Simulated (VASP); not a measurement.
Write the native input for VASP 6.6.1 that does the following.

| Property | Result |
| --- | --- |
| Task | single point |
| Functional | PBE |
| Potentials or basis | VASP PAW PBE potentials, release 64 (Te) |
| Cutoff | 520 eV |
| k mesh | 10 × 10 × 10 |
| Occupations | fermi-dirac, width 0.08 eV |
| Spin | no spin polarisation |
| Dipole correction | no |
| Further INCAR settings | ALGO = Normal; EDIFF = 1e-06; NBANDS = 16 |

The structure of Te lies in POSCAR:

```
Te
1.0
    4.2341000000     -2.3712000000      0.0000000000
    4.2341000000      2.3712000000      0.0000000000
   -0.1304500000      0.0000000000      3.9573500000
Te
3
Direct
    0.6760000000      0.6760000000      0.6750000000
    0.3240000000      0.3240000000      0.3250000000
    0.0000000000      0.0000000000      0.0000000000
```

One way to write it, as run:

INCAR

```
ALGO = Normal ; EDIFF = 1E-6
ENCUT = 520 ; GGA = PE
ISIF = 2 ; ISMEAR = -1
LASPH = True ; LCHARG = True
LELF = True ; LREAL = False
LVHAR = True ; LWAVE = False
NBANDS = 16 ; NELM = 100
PREC = Accurate ; SIGMA = 0.08
```

KPOINTS

```
k-points
0
Gamma
  10 10 10
```

Potentials or basis: VASP PAW PBE potentials, release 64 (Te).

The run is started by

```console
$ cat potpaw_PBE.64/Te/POTCAR > POTCAR
$ mpirun -np 1 vasp_std > vasp.out
```

Results of the run:

| Property | Result |
| --- | --- |
| Pressure | 9.3 GPa |
| Largest force | 0.473 eV/Å |
| Band gap on the k mesh | zero (band 9 reaches 10.68 eV, above the bottom of band 10 at 7.21 eV) |

Caveat: spin-orbit coupling is left out, which moves the levels of the heavy elements.

It took 3.1 min on 1 thread of Intel(R) Xeon(R) Platinum 8375C CPU @ 2.90GHz (Ice Lake) (shared host), peak memory 0.39 GiB.
